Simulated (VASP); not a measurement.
Write the native input for VASP 6.6.1 that does the following.

```
Task                   : single point
Functional             : r2SCAN
Potentials or basis    : VASP PAW PBE potentials, release 64 (K_sv, Ta_sv_GW, O)
Cutoff                 : 660 eV
k mesh                 : 6 × 6 × 6
Occupations            : gaussian, width 0.01 eV
Spin                   : no spin polarisation
Dipole correction      : no
Further INCAR settings : ALGO = Normal; EDIFF = 1e-06; NBANDS = 28
```

KTaO3:

```
CELL_PARAMETERS angstrom
4.06839 0.00000 0.00000
0.00000 4.06839 0.00000
0.00000 0.00000 4.06839
ATOMIC_POSITIONS crystal
K 0.00000 0.00000 0.00000
Ta 0.50000 0.50000 0.50000
O 0.50000 0.50000 0.00000
O 0.50000 0.00000 0.50000
O 0.00000 0.50000 0.50000
```

These files were run (other wordings do the same):

POSCAR

```
KTaO3
1.0
    4.0683888445      0.0000000000      0.0000000000
    0.0000000000      4.0683888445      0.0000000000
    0.0000000000      0.0000000000      4.0683888445
K Ta O
1 1 3
Direct
    0.0000000000      0.0000000000      0.0000000000
    0.5000000000      0.5000000000      0.5000000000
    0.5000000000      0.5000000000      0.0000000000
    0.5000000000      0.0000000000      0.5000000000
    0.0000000000      0.5000000000      0.5000000000
```

INCAR.step1

```
SYSTEM = KTaO3
PREC = Accurate ; ENCUT = 660
ISMEAR = 0 ; SIGMA = 0.01
LREAL = .FALSE. ; LASPH = .TRUE.
NELM = 120 ; NBANDS = 28
GGA = PE ; ALGO = Normal
EDIFF = 1E-5 ; LWAVE = .TRUE.
LCHARG = .FALSE. ; GGA_COMPAT = .FALSE.
```

INCAR.step2

```
SYSTEM = KTaO3
PREC = Accurate ; ENCUT = 660
EDIFF = 1E-6 ; ISMEAR = 0
SIGMA = 0.01 ; LREAL = .FALSE.
LASPH = .TRUE. ; NELM = 120
ALGO = Normal ; ISIF = 2
LWAVE = .FALSE. ; LCHARG = .FALSE.
METAGGA = R2SCAN ; LMIXTAU = .TRUE.
NBANDS = 28 ; ISTART = 1
GGA_COMPAT = .FALSE.
```

KPOINTS

```
Automatic mesh
0
G
  6 6 6
  0 0 0
```

Potentials or basis: VASP PAW PBE potentials, release 64 (K_sv, Ta_sv_GW, O).

Run with:

```bash
$ cat potpaw_PBE.64/K_sv/POTCAR potpaw_PBE.64/Ta_sv_GW/POTCAR potpaw_PBE.64/O/POTCAR > POTCAR
$ cp INCAR.step1 INCAR
$ mpirun -np 1 vasp_std > vasp.out
$ cp INCAR.step2 INCAR
$ mpirun -np 1 vasp_std > vasp.out
```

Results of the run:

The pressure is -10.9 GPa and the band gap on the k mesh is 2.46 eV (least direct gap 3.12 eV).

Caveat: the cell stands under tension; the PAW data sets were made with another functional, which shifts forces and pressure a little; spin-orbit coupling is left out, which moves the levels of the heavy elements.

Run time: 120 s on 1 thread of Intel(R) Xeon(R) 6975P-C (Granite Rapids) (shared host), peak memory 0.25 GiB.
